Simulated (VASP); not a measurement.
# Hf (P6_3/mmc) in VASP: notebook

Runs on Hf. Level: r2SCAN. Tasks: single point, relaxation of cell and atoms.

Everything below comes from runs of VASP 6.6.1. Logs are shortened: lines on timing, memory, paths and dates and some standing lists are left out, and cuts for length are marked.

## (1) The cell of the first run

Symmetry: P6_3/mmc, No. 194, hexagonal system. The conventional cell has a = 3.136 Å, b = 3.136 Å, c = 4.955 Å, α = 90.00°, β = 90.00°, γ = 120.00°. Hf (site symmetry -6m2) has 12 Hf at 3.07 to 3.14 Å within 4.0 Å.

## (2) Single point, r2SCAN

POSCAR reads:

```
Hf
1.0
    3.1363500756      0.0000000000      0.0000000000
   -1.5681750378      2.7161588406      0.0000000000
    0.0000000000      0.0000000000      4.9553821272
Hf
2
Direct
    0.3333333333      0.6666666667      0.2500000000
    0.6666666667      0.3333333333      0.7500000000
```

INCAR.step1 reads:

```
  ALGO = Normal
  EDIFF = 1E-4
  ENCUT = 520
  GGA = PE
  ISMEAR = -1
  LASPH = T
  LCHARG = F
  LREAL = F
  LWAVE = T
  NBANDS = 17
  NELM = 100
  PREC = Accurate
  SIGMA = 0.1
```

INCAR.step2 reads:

```
  ALGO = Normal
  EDIFF = 1E-7
  ENCUT = 520
  ISIF = 2
  ISMEAR = -1
  ISTART = 1
  LASPH = T
  LCHARG = F
  LMIXTAU = T
  LREAL = F
  LWAVE = F
  METAGGA = R2SCAN
  NBANDS = 17
  NELM = 100
  PREC = Accurate
  SIGMA = 0.1
```

KPOINTS reads:

```
k-points
0
Gamma
  18 18 10
```

Potentials or basis: VASP PAW PBE potentials, release 64 (Hf_pv).

The run is started by

```sh
$ cat potpaw_PBE.64/Hf_pv/POTCAR > POTCAR
$ cp INCAR.step1 INCAR
$ mpirun -np 1 vasp_std > vasp.out
$ cp INCAR.step2 INCAR
$ mpirun -np 1 vasp_std > vasp.out
```

OUTCAR:

```text
EDIFF = 1E-7
   ENCUT = 520
   ISIF = 2
   ISMEAR = -1
   ISTART = 1
   LASPH = T
   LREAL = F
   METAGGA = R2SCAN
   NELM = 100
   PREC = Accurate

 ion  position               nearest neighbor table
   1  0.333  0.667  0.250-   2 3.07   2 3.07   2 3.07   2 3.07   2 3.07   2 3.07
   2  0.667  0.333  0.750-   1 3.07   1 3.07   1 3.07   1 3.07   1 3.07   1 3.07

  LATTYP: Found a hexagonal cell.
 ALAT       =     3.1363500756
 C/A-ratio  =     1.5799837415

  Lattice vectors:

 A1 = (   3.1363500756,   0.0000000000,   0.0000000000)
 A2 = (  -1.5681750378,   2.7161588406,   0.0000000000)
 A3 = (   0.0000000000,   0.0000000000,   4.9553821272)

Analysis of symmetry for initial positions (statically):
=====================================================================
 Subroutine PRICEL returns:
 Original cell was already a primitive cell.

 Routine SETGRP: Setting up the symmetry group for a
 hexagonal supercell.

 Subroutine GETGRP returns: Found 24 space group operations
 (whereof 12 operations were pure point group operations)
 out of a pool of 24 trial point group operations.

The static configuration has the point symmetry D_3d.
 The point group associated with its full space group is D_6h.

Analysis of symmetry for dynamics (positions and initial velocities):
=====================================================================
 Subroutine PRICEL returns:
 Original cell was already a primitive cell.

 Routine SETGRP: Setting up the symmetry group for a
 hexagonal supercell.

 Subroutine GETGRP returns: Found 24 space group operations
 (whereof 12 operations were pure point group operations)
 out of a pool of 24 trial point group operations.

The dynamic configuration has the point symmetry D_3d.
 The point group associated with its full space group is D_6h.

 Subroutine INISYM returns: Found 24 space group operations
 (whereof 12 operations are pure point group operations),
 and found     1 'primitive' translations

----------------------------------------------------------------------------------------

                                     Primitive cell

  volume of cell :      42.2140

  direct lattice vectors                    reciprocal lattice vectors
     3.136350076  0.000000000  0.000000000     0.318841958  0.184083490  0.000000000
    -1.568175038  2.716158841  0.000000000     0.000000000  0.368166981  0.000000000
     0.000000000  0.000000000  4.955382127     0.000000000  0.000000000  0.201800784

  length of vectors
     3.136350076  3.136350076  4.955382127     0.368166981  0.368166981  0.201800784

  position of ions in fractional coordinates (direct lattice)
     0.333333333  0.666666667  0.250000000
     0.666666667  0.333333333  0.750000000

  ion indices of the primitive-cell ions
   primitive index   ion index
                 1           1
                 2           2

----------------------------------------------------------------------------------------

 KPOINTS: k-points

Automatic generation of k-mesh.
 Grid dimensions read from file:
 generate k-points for:   18   18   10

 Generating k-lattice:

  Cartesian coordinates                     Fractional coordinates (reciprocal lattice)
     0.017713442  0.010226861  0.000000000     0.055555556  0.000000000  0.000000000
     0.000000000  0.020453721  0.000000000     0.000000000  0.055555556  0.000000000
     0.000000000  0.000000000  0.020180078     0.000000000  0.000000000  0.100000000

  Length of vectors
     0.020453721  0.020453721  0.020180078

  Shift w.r.t. Gamma in fractional coordinates (k-lattice)
     0.000000000  0.000000000  0.000000000

 Subroutine IBZKPT returns following result:
 ===========================================

 Found    222 irreducible k-points:

 Following reciprocal coordinates:
            Coordinates               Weight
  0.000000  0.000000  0.000000      1.000000
  0.055556  0.000000  0.000000      6.000000
  0.111111  0.000000  0.000000      6.000000
  0.166667  0.000000  0.000000      6.000000
  0.222222 -0.000000  0.000000      6.000000
  0.277778  0.000000  0.000000      6.000000
[... 16 lines left out ...]
  0.333333  0.111111  0.000000     12.000000
  0.388889  0.111111  0.000000     12.000000
 [... further k-points ...]
   k-points           NKPTS =    222   k-points in BZ     NKDIM =    222   number of bands    NBANDS=     17
   number of dos      NEDOS =    301   number of ions     NIONS =      2
   total plane-waves  NPLWV =  23040
   dimension x,y,z NGX =    24 NGY =   24 NGZ =   40
   dimension x,y,z NGXF=    48 NGYF=   48 NGZF=   80
   ions per type =               2
   NGX,Y,Z   is equivalent  to a cutoff of  12.72, 12.72, 13.42 a.u.
   NGXF,Y,Z  is equivalent  to a cutoff of  25.44, 25.44, 26.84 a.u.
 SYSTEM =  unknown system
   PREC   = accura    normal or accurate (medium, high low for compatibility)
   ISTART =      1    job   : 0-new  1-cont  2-samecut
   ICHARG =      0    charge: 1-file 2-atom 10-const
   ISPIN  =      1    spin polarized calculation?
   LNONCOLLINEAR =      F non collinear calculations
   LSORBIT =      F    spin-orbit coupling
   LASPH  =      T    aspherical Exc in radial PAW
   ENCUT  =  520.0 eV  38.22 Ry    6.18 a.u.   5.83  5.83  9.21*2*pi/ulx,y,z
   NELM   =    100;   NELMIN=  2; NELMDL=  0     # of ELM steps
   EDIFF  = 0.1E-06   stopping-criterion for ELM
   LREAL  =      F    real-space projection
   EDIFFG = 0.1E-05   stopping-criterion for IOM
   NSW    =      0    number of steps for IOM
   IBRION =     -1    ionic relax: 0-MD 1-quasi-New 2-CG
   NFREE  =      0    steps in history (QN), initial steepest desc. (CG)
   ISIF   =      2    stress and relaxation
   ISYM   =      2    0-nonsym 1-usesym 2-fastsym
   POTIM  = 0.5000    time-step for ionic-motion
   TEBEG  =    0.0;   TEEND  =   0.0 temperature during run
   PSTRESS=    0.0 pullay stress
   NELECT =      20.0000    total number of electrons
   NUPDOWN=      -1.0000    fix difference up-down
   EMIN   =  10.00;   EMAX   =-10.00  energy-range for DOS
   EFERMI =   0.00;   METHOD = LEGACY
   ISMEAR =    -1;   SIGMA  =   0.10  broadening in eV -4-tet -1-fermi 0-gaus
   EFERMI_NEDOS =   21; number of points for ismear=-14 and -15
   IALGO  =     38    algorithm
   IMIX   =      4    mixing-type and parameters
     AMIX     =   0.40;   BMIX     =  1.00
     AMIX_MAG =   1.60;   BMIX_MAG =  1.00
  volume/ion in A,a.u.               =      21.11       142.44
  Fermi-wavevector in a.u.,A,eV,Ry     =   1.276241  2.411745 22.161033  1.628790
  Thomas-Fermi vector in A             =   2.408908
   LORBIT       =      0    0 simple, 1 ext, 2 COOP (PROOUT), +10 PAW based schemes
   METAGGA = R2SCAN    functional components
   LHFCALC =     F    Hartree Fock is set to
   AEXX    =    0.0000 exact exchange contribution
   IVDW    =     0    specifies the selected vdW correction
   LEPSILON=     F    determine dielectric tensor
   LRPA    =     F    only Hartree local field effects (RPA)
 non-spin polarized calculation
  energy-cutoff  :      520.00
  volume of cell :       42.21
 maximum number of plane-waves:      1158
 NGX is ok and might be reduce to    24
   NGX = 11   NGY = 11   NGZ = 19

 number of electron      19.9999996 magnetization

 Free energy of the ion-electron system (eV)
  ---------------------------------------------------
  ext. energy  EPLUGINS =         0.00000000
  ---------------------------------------------------
  free energy    TOTEN  =       -90.28090082 eV

  energy without entropy =      -90.23603857  energy(sigma->0) =      -90.25846970

 E-fermi :   5.2270     XC(G=0): -12.4498

 val. band max:        5.2248619836   @ k =   0.1667   0.0000   0.0000
 cond. band min:       5.2282902775   @ k =   0.3333   0.2222   0.3000
 fundamental gap:      0.0034282939
 Fermi energy:         5.2270353449

 k-point     1 :       0.0000    0.0000    0.0000
  band No.  band energies     occupation
      1     -26.9685      2.00000
      2     -26.0409      2.00000
      3     -26.0409      2.00000
      4     -25.8858      2.00000
      5     -25.8858      2.00000
      6     -25.8828      2.00000
[... 9 lines left out ...]
     16       8.2905      0.00000
     17      11.2173      0.00000

 k-point     2 :       0.0556    0.0000    0.0000
  band No.  band energies     occupation
      1     -26.9584      2.00000
      2     -26.0627      2.00000
      3     -26.0482      2.00000
      4     -25.9089      2.00000
      5     -25.8885      2.00000
      6     -25.8874      2.00000
[... 9 lines left out ...]
     16       8.1836      0.00000
     17      11.3061      0.00000

 k-point     3 :       0.1111    0.0000    0.0000
  band No.  band energies     occupation
      1     -26.9287      2.00000
      2     -26.1254      2.00000
      3     -26.0689      2.00000
      4     -25.9744      2.00000
      5     -25.9010      2.00000
      6     -25.8966      2.00000
[... 9 lines left out ...]
     16       7.9101      0.00000
     17      11.5249      0.00000

 k-point     4 :       0.1667    0.0000    0.0000
  band No.  band energies     occupation
      1     -26.8811      2.00000
      2     -26.2217      2.00000
      3     -26.0996      2.00000
      4     -26.0721      2.00000
      5     -25.9238      2.00000
      6     -25.9098      2.00000
[... 9 lines left out ...]
     16       8.3438      0.00000
     17      11.7874      0.00000
[... 343 lines left out ...]
      1     -26.6444      2.00000
      2     -26.5696      2.00000
      3     -26.4407      2.00000
      4     -26.2235      2.00000
      5     -26.0581      2.00000
      6     -26.0134      2.00000
[... 9 lines left out ...]
     16      11.1031      0.00000
     17      12.1436      0.00000

 k-point    23 :       0.3333    0.1111    0.0000
  band No.  band energies     occupation
      1     -26.6585      2.00000
      2     -26.5694      2.00000
      3     -26.4991      2.00000
      4     -26.2676      2.00000
      5     -26.1095      2.00000
      6     -26.0330      2.00000
[... 9 lines left out ...]
     16      11.9845      0.00000
     17      12.2069      0.00000

 k-point    24 :       0.3889    0.1111    0.0000
  band No.  band energies     occupation
      1     -26.7159      2.00000
      2     -26.5371      2.00000
      3     -26.5084      2.00000
      4     -26.2959      2.00000
      5     -26.1549      2.00000
      6     -26.0458      2.00000
[... 9 lines left out ...]
     16      12.2412      0.00000
     17      12.7722      0.00000

 [... further k-points ...]

------------------------ aborting loop because EDIFF is reached ----------------------------------------

  FORCE on cell =-STRESS in cart. coord.  units (eV):
  Direction    XX          YY          ZZ          XY          YZ          ZX
  --------------------------------------------------------------------------------------
  -------------------------------------------------------------------------------------
  Total        1.7162418      1.7162418      1.6632728      0.0000000     -0.0000000     -0.0000000
  in kB       65.1376706     65.1376706     63.1272997      0.0000000     -0.0000000     -0.0000000
  external PRESSURE =      64.4675470 kB  Pullay stress =       0.0000000 kB

 VOLUME and BASIS-vectors are now :
 -----------------------------------------------------------------------------
  energy-cutoff  :      520.00
  volume of cell :       42.21
      direct lattice vectors                 reciprocal lattice vectors
     3.136350076  0.000000000  0.000000000     0.318841958  0.184083490  0.000000000
    -1.568175038  2.716158841  0.000000000     0.000000000  0.368166981  0.000000000
     0.000000000  0.000000000  4.955382127     0.000000000  0.000000000  0.201800784

 POSITION                                       TOTAL-FORCE (eV/Angst)
 -----------------------------------------------------------------------------------
     -0.00000      1.81077      1.23885         0.000000     -0.000000      0.000000
      1.56818      0.90539      3.71654        -0.000000      0.000000      0.000000
 -----------------------------------------------------------------------------------
    total drift:                               -0.000000      0.000000     -0.000000

  FREE ENERGIE OF THE ION-ELECTRON SYSTEM (eV)
  ---------------------------------------------------
  free  energy   TOTEN  =       -90.2809008243 eV

  energy  without entropy=      -90.2360385680  energy(sigma->0) =      -90.25846970
```

Wall time 3.1 min (1 thread of Intel Xeon 6975P-C (Granite Rapids), shared host); peak memory 0.27 GiB.

What came out:

| Property | Result |
| --- | --- |
| Free energy | -90.2809 eV |
| Pressure | 6.4 GPa |
| Band gap on the k mesh | zero (bands 10 and 11 overlap by 1.86 eV) |

Stress tensor (GPa, compression positive):
```
6.51 0.00 0.00
0.00 6.51 0.00
0.00 0.00 6.31
```

Levels at points of the mesh, in eV from the Fermi level:
| k point | band 8 | band 9 | band 10 | band 11 | band 12 | band 13 |
| --- | --- | --- | --- | --- | --- | --- |
| (0.00, 0.00, 0.00) | -4.02 | 0.66 | 1.35 | 1.35 | 1.70 | 2.30 |
| (0.50, 0.00, 0.00) | -3.06 | -2.51 | -0.90 | 0.97 | 1.03 | 1.96 |
| (0.00, 0.00, 0.50) | -5.76 | 0.15 | 0.15 | 1.25 | 1.25 | 1.25 |
| (0.50, 0.00, 0.50) | -3.71 | -1.10 | -1.10 | 1.30 | 1.30 | 3.03 |

Caveat: the cell stands under pressure; the PAW data sets were made with another functional, which shifts forces and pressure a little; spin-orbit coupling is left out, which moves the levels of the heavy elements.

(Part 1 of 3 ends here.)
